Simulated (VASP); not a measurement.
Input of a VASP 6.6.1 run:

File INCAR:

```
SYSTEM = SnPb2Se3
PREC = Accurate
ENCUT = 520
EDIFF = 1E-7
ISMEAR = 0
SIGMA = 0.2
LREAL = .FALSE.
LASPH = .TRUE.
NELM = 100
ALGO = Normal
ISIF = 2
LWAVE = .FALSE.
LCHARG = .FALSE.
GGA = PE
NBANDS = 72
```

KPOINTS

```
regular mesh
0
G
  6 4 2
  0 0 0
```

POSCAR

```
SnPb2Se3
1.0
    4.3608072984      0.0000000289      0.0000000000
   -0.0000000500      7.5531398028      0.0000000000
    0.0000000000      0.0000000000     10.6883621000
Sn Pb Se
2 4 6
Direct
    0.0000000000      0.0000000000      0.0000000000
    0.5000000000      0.5000000000      0.0000000000
    1.0000000000      0.3333333333      0.6694280000
    0.5000000000      0.8333333333      0.6694280000
    0.5000000000      0.1666666667      0.3305720000
    1.0000000000      0.6666666667      0.3305720000
    0.5000000000      0.1666666667      0.8399360000
    1.0000000000      0.6666666667      0.8399360000
    0.0000000000      0.0000000000      0.5000000000
    0.5000000000      0.5000000000      0.5000000000
    1.0000000000      0.3333333333      0.1600640000
    0.5000000000      0.8333333333      0.1600640000
```

Potentials or basis: VASP PAW PBE potentials, release 64 (Sn_d, Pb_d, Se).

Launch:

```sh
$ cat potpaw_PBE.64/Sn_d/POTCAR potpaw_PBE.64/Pb_d/POTCAR potpaw_PBE.64/Se/POTCAR > POTCAR
$ mpirun -np 1 vasp_std > vasp.out
```

Task: Predict the largest force.

Result: 0.003 eV/Å.

Task: What does it give for the pressure?

Result: -0.1 GPa.

Task: What does it give for the band gap on the k mesh?

Result: 0.12 eV.

Forces in eV/Å, atoms in the order of the input:
```
Sn   0.000  0.000  0.000
Sn   0.000  0.000  0.000
Pb   0.000 -0.002  0.001
Pb   0.000 -0.002  0.001
Pb   0.000  0.002 -0.001
Pb   0.000  0.002 -0.001
Se   0.000  0.002  0.002
Se   0.000  0.002  0.002
Se   0.000  0.000  0.000
Se   0.000  0.000  0.000
Se   0.000 -0.002 -0.002
Se   0.000 -0.002 -0.002
```

Caveat: spin-orbit coupling is left out, which moves the levels of the heavy elements. A k mesh can miss the band edges.
